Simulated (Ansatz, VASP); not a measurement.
## One calculation of Sb, two programs

The input INCAR:

```
SYSTEM = Sb
PREC = Accurate
ENCUT = 520
EDIFF = 1E-8
ISMEAR = -1
SIGMA = 0.05
LREAL = .FALSE.
LASPH = .TRUE.
NELM = 60
ALGO = Normal
ISIF = 2
LWAVE = .FALSE.
LCHARG = .FALSE.
GGA = PE
LEFG = .TRUE.
NBANDS = 12
```

KPOINTS

```
Automatic mesh
0
G
  9 9 9
  0 0 0
```

File POSCAR:

```
Sb
1.0
    2.1066982106      1.2163027790      3.6675703910
   -2.1066982106      1.2163027790      3.6675703910
    0.0000000000     -2.4326055579      3.6675703910
Sb
2
Direct
    0.2336400000      0.2336400000      0.2336400000
    0.7663600000      0.7663600000      0.7663600000
```

Input for Ansatz:

```yaml
crystal:
  lattice:
    - [2.1066982106, 1.216302779, 3.667570391]
    - [-2.1066982106, 1.216302779, 3.667570391]
    - [0.0, -2.4326055579, 3.667570391]
  atoms:
    - { symbol: Sb, position: [0.23364, 0.23364, 0.23364] }
    - { symbol: Sb, position: [0.76636, 0.76636, 0.76636] }
kpoints:
  mp_grid: { grid: [9, 9, 9] }
scf:
  occupations: { method: fermi_dirac, width: 0.05 }
hamiltonian:
  xc: pbe
  pseudopotentials: { kind: all_electron, datasets: crystal }
output:
  forces: true
  stress: true
  eigenvalues: true
  efg: { contact_densities: true }
```

Change from the starting cell: volume scaled by 0.94, crystal datasets.

Alike in both runs: task electric field gradients; functional PBE; k mesh 9 × 9 × 9; occupations fermi-dirac, width 0.05 eV; no spin polarisation.

|  | VASP | Ansatz |
| --- | --- | --- |
| version | VASP 6.6.1 | Ansatz 0.2.0 |
| potentials or method | VASP PAW PBE potentials, release 64 (Sb), cutoff 520 eV | all-electron PAW with datasets made for the crystal, scalar-relativistic |

|  | VASP | Ansatz | Ansatz less VASP |
| --- | --- | --- | --- |
| pressure (GPa) | 7.8 | 7.6 | -0.15 |
| traceless stress, the component that is largest in VASP (GPa) | -0.88 | -0.82 | +0.058 |
| rms of the force components (eV/Å) | 0.360 | 0.325 | -0.0349 |
| size of Vzz on the site where it differs most (V/Å²) | 45.0 | 49.5 | +4.55 |

Atom by atom the forces differ by 0.035 eV/Å (rms over components). Ansatz ran all-electron here, and VASP with PAW potentials.

Spin-orbit coupling is off throughout.
